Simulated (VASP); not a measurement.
# Sn (Immm) in VASP: single point with r2SCAN

Aim: the single point of Sn with r2SCAN.

All numbers are computed with VASP 6.6.1; they aren't measurements. Logs are shortened: lines on timing, memory, paths and dates and some standing lists are left out, and cuts for length are marked.

## 1. The cell of the first run

The structure is orthorhombic, space group Immm (No. 71). Conventional cell: a = 3.397 Å, b = 3.493 Å, c = 4.601 Å, α = 90.00°, β = 90.00°, γ = 90.00°. Sn (site symmetry mmm) has 12 Sn at 3.35 to 3.49 Å within 4.4 Å.

## 2. Single point, r2SCAN

The input, POSCAR:

```
Sn
1.0
   -1.6984885579      1.7467003430      2.3003518203
    1.6984885579     -1.7467003430      2.3003518203
    1.6984885579      1.7467003430     -2.3003518203
Sn
1
Direct
    0.0000000000      0.0000000000      0.0000000000
```

The input, INCAR.step1:

```
PREC = Accurate ; ENCUT = 520
ISMEAR = 0 ; SIGMA = 0.1
LREAL = F ; LASPH = T
NELM = 80 ; NBANDS = 13
GGA = PE ; ALGO = Normal
EDIFF = 1E-4 ; LWAVE = T
LCHARG = F
```

The input, INCAR.step2:

```
PREC = Accurate ; ENCUT = 520
EDIFF = 1E-7 ; ISMEAR = 0
SIGMA = 0.1 ; LREAL = F
LASPH = T ; NELM = 80
ALGO = Normal ; ISIF = 2
LWAVE = F ; LCHARG = F
METAGGA = R2SCAN ; LMIXTAU = T
NBANDS = 13 ; ISTART = 1
```

The input, KPOINTS:

```
regular mesh
0
Gamma
  15 16 17
```

Potentials or basis: VASP PAW PBE potentials, release 64 (Sn_d).

On the command line:

```bash
$ cat potpaw_PBE.64/Sn_d/POTCAR > POTCAR
$ cp INCAR.step1 INCAR
$ mpirun -np 1 vasp_std > vasp.out
$ cp INCAR.step2 INCAR
$ mpirun -np 1 vasp_std > vasp.out
```

OUTCAR:

```text
PREC = Accurate
   ENCUT = 520
   EDIFF = 1E-7
   ISMEAR = 0
   LREAL = F
   LASPH = T
   NELM = 80
   ISIF = 2
   METAGGA = R2SCAN
   ISTART = 1

 ion  position               nearest neighbor table
   1  0.000  0.000  0.000-

  LATTYP: Found a body centered orthorhombic cell.
 ALAT       =     3.3969771158
 B/A-ratio  =     1.0283851103
 C/A-ratio  =     1.3543522620

  Lattice vectors:

 A1 = (  -1.6984885579,   1.7467003430,   2.3003518203)
 A2 = (   1.6984885579,  -1.7467003430,   2.3003518203)
 A3 = (   1.6984885579,   1.7467003430,  -2.3003518203)

Analysis of symmetry for initial positions (statically):
=====================================================================
 Subroutine PRICEL returns:
 Original cell was already a primitive cell.

 Routine SETGRP: Setting up the symmetry group for a
 body centered orthorhombic supercell.

 Subroutine GETGRP returns: Found  8 space group operations
 (whereof  8 operations were pure point group operations)
 out of a pool of  8 trial point group operations.

The static configuration has the point symmetry D_2h.

Analysis of symmetry for dynamics (positions and initial velocities):
=====================================================================
 Subroutine PRICEL returns:
 Original cell was already a primitive cell.

 Routine SETGRP: Setting up the symmetry group for a
 body centered orthorhombic supercell.

 Subroutine GETGRP returns: Found  8 space group operations
 (whereof  8 operations were pure point group operations)
 out of a pool of  8 trial point group operations.

The dynamic configuration has the point symmetry D_2h.

 Subroutine INISYM returns: Found  8 space group operations
 (whereof  8 operations are pure point group operations),
 and found     1 'primitive' translations

----------------------------------------------------------------------------------------

                                     Primitive cell

  volume of cell :      27.2983

  direct lattice vectors                    reciprocal lattice vectors
    -1.698488558  1.746700343  2.300351820     0.000000000  0.286254023  0.217358056
     1.698488558 -1.746700343  2.300351820     0.294379375  0.000000000  0.217358056
     1.698488558  1.746700343 -2.300351820     0.294379375  0.286254023  0.000000000

  length of vectors
[... 108 lines left out ...]
   ISIF   =      2    stress and relaxation
   ISYM   =      2    0-nonsym 1-usesym 2-fastsym
   POTIM  = 0.5000    time-step for ionic-motion
   TEBEG  =    0.0;   TEEND  =   0.0 temperature during run
   PSTRESS=    0.0 pullay stress
   NELECT =      14.0000    total number of electrons
   NUPDOWN=      -1.0000    fix difference up-down
   EMIN   =  10.00;   EMAX   =-10.00  energy-range for DOS
   EFERMI =   0.00;   METHOD = LEGACY
   ISMEAR =     0;   SIGMA  =   0.10  broadening in eV -4-tet -1-fermi 0-gaus
   EFERMI_NEDOS =   21; number of points for ismear=-14 and -15
   IALGO  =     38    algorithm
   IMIX   =      4    mixing-type and parameters
     AMIX     =   0.40;   BMIX     =  1.00
     AMIX_MAG =   1.60;   BMIX_MAG =  1.00
  volume/ion in A,a.u.               =      27.30       184.22
  Fermi-wavevector in a.u.,A,eV,Ry     =   1.310406  2.476308 23.363420  1.717163
  Thomas-Fermi vector in A             =   2.440938
   LORBIT       =      0    0 simple, 1 ext, 2 COOP (PROOUT), +10 PAW based schemes
   METAGGA = R2SCAN    functional components
   LHFCALC =     F    Hartree Fock is set to
   AEXX    =    0.0000 exact exchange contribution
   IVDW    =     0    specifies the selected vdW correction
   LEPSILON=     F    determine dielectric tensor
   LRPA    =     F    only Hartree local field effects (RPA)
 non-spin polarized calculation
 Gauss-broadening in eV      SIGMA  =   0.10
  energy-cutoff  :      520.00
  volume of cell :       27.30
 maximum number of plane-waves:       750
 NGX is ok and might be reduce to    28
   NGX = 13   NGY = 13   NGZ = 13

 number of electron      14.0000001 magnetization

 Free energy of the ion-electron system (eV)
  ---------------------------------------------------
  ext. energy  EPLUGINS =         0.00000000
  ---------------------------------------------------
  free energy    TOTEN  =       -24.50510517 eV

  energy without entropy =      -24.50261659  energy(sigma->0) =      -24.50386088

 E-fermi :   8.0758     XC(G=0): -11.2515

 val. band max:        8.0693816717   @ k =  -0.0000   0.1875   0.1765
 cond. band min:       8.0761864427   @ k =   0.4667  -0.3750   0.4118
 fundamental gap:      0.0068047710
 Fermi energy:         8.0757555261

 k-point     1 :       0.0000    0.0000    0.0000
  band No.  band energies     occupation
      1     -14.2540      2.00000
      2     -14.2371      2.00000
      3     -14.2110      2.00000
      4     -14.1739      2.00000
      5     -14.1293      2.00000
      6      -3.6575      2.00000
      7      15.9196      0.00000
      8      16.0633      0.00000
      9      16.5563      0.00000
     10      19.3800      0.00000
     11      19.9505      0.00000
     12      20.5948      0.00000
     13      20.6880      0.00000
[... 354 lines left out ...]
  band No.  band energies     occupation
      1     -14.2409      2.00000
      2     -14.2329      2.00000
      3     -14.2003      2.00000
      4     -14.1706      2.00000
      5     -14.1328      2.00000
      6      -3.3100      2.00000
      7      13.5321      0.00000
      8      15.3047      0.00000
      9      15.7776      0.00000
     10      18.4586      0.00000
     11      20.8027      0.00000
     12      21.4630      0.00000
     13      22.3165      0.00000

 [... further k-points ...]

------------------------ aborting loop because EDIFF is reached ----------------------------------------

  FORCE on cell =-STRESS in cart. coord.  units (eV):
  Direction    XX          YY          ZZ          XY          YZ          ZX
  --------------------------------------------------------------------------------------
  -------------------------------------------------------------------------------------
  Total        0.0716043     -0.0298982     -0.0413381      0.0000000      0.0000000      0.0000000
  in kB        4.2025667     -1.7547735     -2.4261946      0.0000000      0.0000000      0.0000000
  external PRESSURE =       0.0071995 kB  Pullay stress =       0.0000000 kB

 VOLUME and BASIS-vectors are now :
 -----------------------------------------------------------------------------
  energy-cutoff  :      520.00
  volume of cell :       27.30
      direct lattice vectors                 reciprocal lattice vectors
    -1.698488558  1.746700343  2.300351820     0.000000000  0.286254023  0.217358056
     1.698488558 -1.746700343  2.300351820     0.294379375  0.000000000  0.217358056
     1.698488558  1.746700343 -2.300351820     0.294379375  0.286254023  0.000000000

 POSITION                                       TOTAL-FORCE (eV/Angst)
 -----------------------------------------------------------------------------------
      0.00000      0.00000      0.00000         0.000000      0.000000      0.000000
 -----------------------------------------------------------------------------------
    total drift:                                0.000000     -0.000000      0.000000

  FREE ENERGIE OF THE ION-ELECTRON SYSTEM (eV)
  ---------------------------------------------------
  free  energy   TOTEN  =       -24.5051051662 eV

  energy  without entropy=      -24.5026165912  energy(sigma->0) =      -24.50386088
```

OUTCAR.step1:

```text
PREC = Accurate
   ENCUT = 520
   ISMEAR = 0
   LREAL = F
   LASPH = T
[... 624 lines left out ...]

 POSITION                                       TOTAL-FORCE (eV/Angst)
 -----------------------------------------------------------------------------------
      0.00000      0.00000      0.00000        -0.000000     -0.000000      0.000000
 -----------------------------------------------------------------------------------
    total drift:                                0.000000      0.000000      0.000000

  FREE ENERGIE OF THE ION-ELECTRON SYSTEM (eV)
  ---------------------------------------------------
  free  energy   TOTEN  =        -3.7833477134 eV

  energy  without entropy=       -3.7806325263  energy(sigma->0) =       -3.78199012
```

It took 84 min on 1 thread of Oxide Virtual Turin-like, shared host; peak memory 0.69 GiB.

Results:

| Property | Result |
| --- | --- |
| Free energy | -24.5051 eV |
| Pressure | 0.0 GPa |
| Band gap on the k mesh | zero (bands 7 and 8 overlap by 9.94 eV) |

Caveat: the PAW data sets were made with another functional, which shifts forces and pressure a little; spin-orbit coupling is left out, which moves the levels of the heavy elements.
